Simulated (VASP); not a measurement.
Set up this calculation in VASP 6.6.1, as the native input.

| Quantity | Value |
| --- | --- |
| Task | relaxation of cell and atoms |
| Functional | LDA |
| Potentials or basis | VASP PAW LDA potentials, release 64 (Y_sv) |
| Cutoff | 600 eV |
| k mesh | 7 × 7 × 7 |
| Occupations | methfessel-paxton, width 0.1 eV |
| Spin | no spin polarisation |
| Target pressure | 40 GPa |
| Dipole correction | no |
| Further INCAR settings | ALGO = Normal; EDIFF = 1e-06; IBRION = 2; EDIFFG = -0.03; NSW = 80; ISIF = 3 |

The structure of Y lies in POSCAR:

```
Y
1.0
    3.3100000000      0.0000000000      0.0000000000
    0.0000000000      3.3100000000      0.0000000000
    0.0000000000      0.0000000000      3.3100000000
Y
1
Direct
    0.0000000000      0.0000000000      0.0000000000
```

The input as run:

INCAR

```
ALGO = Normal
EDIFF = 1E-6
EDIFFG = -0.03
ENCUT = 600
IBRION = 2
ISIF = 3
ISMEAR = 1
LASPH = True
LCHARG = False
LREAL = False
LWAVE = False
NELM = 60
NSW = 80
PREC = Accurate
PSTRESS = 400.0
SIGMA = 0.1
```

KPOINTS

```
k-points
0
Gamma
  7 7 7
```

Potentials or basis: VASP PAW LDA potentials, release 64 (Y_sv).

Run with:

```bash
$ cat potpaw_LDA.64/Y_sv/POTCAR > POTCAR
$ mpirun -np 1 vasp_std > vasp.out
```

It gave:

```
Relaxed volume                                         : 18.49 Å³/atom
Relaxed cell                                           : a = 2.644 Å, b = 2.644 Å, c = 2.644 Å, α = 90.00°, β = 90.00°, γ = 90.00°
Space group after relaxing (to 0.05 Å)                 : Pm-3m (No. 221)
Energy change on relaxing (the enthalpy is what falls) : +944.1 meV/atom
Ionic steps                                            : 7
Pressure after relaxing                                : 39.9 GPa
```

Caveat: the cell is relaxed towards a set pressure, so the enthalpy falls and the energy may rise; the volume moved by over 15 % at a fixed basis, so the end points are rough.

It took 72 s on 1 thread of Intel Xeon 6975P-C (shared host), peak memory 0.27 GiB.
